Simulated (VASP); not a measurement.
Wanted: the native input for a VASP 6.6.1 run.

```yaml
Task: single point
Functional: PBE
Potentials_or_basis: VASP PAW PBE potentials, release 64 (Si, Pt, P, Au)
Cutoff: 400 eV
k_mesh: 1 × 1 × 1, shifted
Occupations: fermi-dirac, width 0.05 eV
Spin: no spin polarisation
Dipole_correction: no
Mended: yes
Further_INCAR_settings: LREAL = Auto; ALGO = Normal; EDIFF = 1e-06; NBANDS = 73; ISYM = -1
```

The structure of Si13P2Pt3Au2 lies in POSCAR:

```
Si13P2Pt3Au2
1.0
    6.4794480000     -0.0023350000     -0.0331270000
   -0.0023350000      6.7843160000      0.1466780000
   -0.0331270000      0.1466780000      7.1568870000
Si Pt P Au
13 3 2 2
Direct
    0.6044942875      0.4051284969      0.9209203170
    0.9016764249      0.5470059553      0.0503290181
    0.6424725181      0.9370389075      0.2620305720
    0.1655033724      0.8790479959      0.5864074182
    0.1327800498      0.3743061845      0.7166487500
    0.1395800015      0.9793573761      0.2586277645
    0.2752209296      0.5158834708      0.0755611327
    0.4054545477      0.6308375393      0.7515818685
    0.5030483716      0.2954001917      0.4113866509
    0.8418339809      0.0966739421      0.5031777774
    0.2316409192      0.8870339351      0.9084754594
    0.7522224753      0.5593397240      0.3507819869
    0.8610477237      0.1838917718      0.8056740383
    0.4105751500      0.1389168648      0.7140388098
    0.4072070271      0.1712734314      0.1184482168
    0.8914969658      0.8870369691      0.0169046698
    0.6862783499      0.8712786110      0.7516058223
    0.9074324224      0.6434347914      0.6265213892
    0.3736390593      0.6788020383      0.3718070742
    0.0785687691      0.3470960573      0.3532099071
```

These files were run (other wordings do the same):

INCAR

```
PREC = Accurate
ENCUT = 400
EDIFF = 1E-6
ISMEAR = -1
SIGMA = 0.05
LREAL = Auto
LASPH = T
NELM = 120
ALGO = Normal
ISIF = 2
LWAVE = F
LCHARG = T
GGA = PE
LELF = T
LVHAR = T
NBANDS = 73
ISYM = -1
GGA_COMPAT = F
```

KPOINTS

```
explicit points
1
Reciprocal
  0.25000000   0.25000000   0.25000000 1
```

Potentials or basis: VASP PAW PBE potentials, release 64 (Si, Pt, P, Au).

Launch:

```console
$ cat potpaw_PBE.64/Si/POTCAR potpaw_PBE.64/Pt/POTCAR potpaw_PBE.64/P/POTCAR potpaw_PBE.64/Au/POTCAR > POTCAR
$ mpirun -np 1 vasp_std > vasp.out
```

Results of the run:

The pressure is 9.0 GPa and the largest force is 1.855 eV/Å.

Caveat: the atoms stand as in a frame of molecular dynamics.

Wall time 32 s on 1 thread of Intel(R) Xeon(R) Platinum 8375C CPU @ 2.90GHz (Ice Lake), on a shared host, peak memory 0.29 GiB.
